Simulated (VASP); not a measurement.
The system is Sc4Ta.

```
CELL_PARAMETERS angstrom
4.05367 0.00000 0.00000
-2.02684 3.51058 0.00000
0.00000 0.00000 6.61354
ATOMIC_POSITIONS crystal
Sc 0.33333 0.66667 0.72726
Sc 0.33333 0.66667 0.27274
Sc 0.66667 0.33333 0.27274
Sc 0.66667 0.33333 0.72726
Ta 0.00000 0.00000 0.00000
```

The cell was built from a structure type or drawn by symmetry, and may not be a known phase.

```yaml
Program: VASP 6.6.1
Task: relaxation of cell and atoms
Functional: PBE
Potentials_or_basis: VASP PAW PBE potentials, release 64 (Sc_sv, Ta_pv)
Cutoff: 600 eV
k_mesh: 6 × 6 × 4
Occupations: gaussian, width 0.1 eV
Spin: no spin polarisation
```

At the start: pressure 21.6 GPa; volume 18.82 Å³/atom.

Task: Where does the relaxation end?

Result: Over 12 steps the energy falls by 677.2 meV/atom and the volume is 25.35 Å³/atom (+34.7 %); space group P6/mmm (No. 191, to 0.1 Å) before and after.

The path:
```tsv
step	energy change (eV)	largest force (eV/Å)	pressure (GPa)	volume (Å³)
1	0.0000	0.3585	21.58	94.12
2	-2.5302	1.1713	-3.66	132.23
3	-2.5435	1.1474	-2.48	128.57
4	-3.0632	0.9877	-1.25	125.70
5	-3.2342	0.5870	0.55	122.21
6	-3.3260	0.2932	0.43	123.60
7	-3.3657	0.0052	0.41	125.05
8	-3.3673	0.0677	0.41	125.40
9	-3.3803	0.0034	-0.34	127.18
10	-3.3812	0.0197	-0.59	127.78
11	-3.3845	0.0047	0.16	126.23
12	-3.3858	0.0025	-0.10	126.76
```

Final structure:
```cif
data_structure
_symmetry_space_group_name_H-M 'P 1'
_symmetry_Int_Tables_number 1
_cell_length_a 4.8457
_cell_length_b 4.8457
_cell_length_c 6.2336
_cell_angle_alpha 90.000
_cell_angle_beta 90.000
_cell_angle_gamma 120.000
_cell_volume 126.76
loop_
_atom_site_label
_atom_site_type_symbol
_atom_site_fract_x
_atom_site_fract_y
_atom_site_fract_z
_atom_site_occupancy
Sc1 Sc 0.33333 0.66667 0.76196 1
Sc2 Sc 0.33333 0.66667 0.23804 1
Sc3 Sc 0.66667 0.33333 0.23804 1
Sc4 Sc 0.66667 0.33333 0.76196 1
Ta1 Ta 0.00000 0.00000 0.00000 1
```

Caveat: the volume moved by over 15 % at a fixed basis, so the end points are rough.
